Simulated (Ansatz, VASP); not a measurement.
## One calculation of Sn, two programs

```xyz
2
Lattice="3.3080 0.0000 0.0000 -1.6540 2.8648 0.0000 0.0000 0.0000 5.2641" Properties=species:S:1:pos:R:3 pbc="T T T"
Sn    0.0000    1.9099    1.3160
Sn    1.6540    0.9549    3.9480
```

Change from the starting cell: volume scaled by 0.95, PAW files.

Alike in both runs: task single point; functional PBEsol; k mesh 13 × 13 × 7; occupations fermi-dirac, width 0.1 eV; no spin polarisation.

|  | VASP | Ansatz |
| --- | --- | --- |
| version | VASP 6.6.1 | Ansatz 0.2.0 |
| potentials or method | VASP PAW PBE potentials, release 64 (Sn_d) | PAW with Ansatz's default frozen-core files, scalar-relativistic |
| plane-wave cutoff (eV) | 520 | 420 |
| valence electrons in the cell | 28 | 28 |

```tsv
	VASP	Ansatz	Ansatz less VASP
pressure (GPa)	3.2	3.2	+0.05
```

VASP's potentials were made for PBE, not for PBEsol.
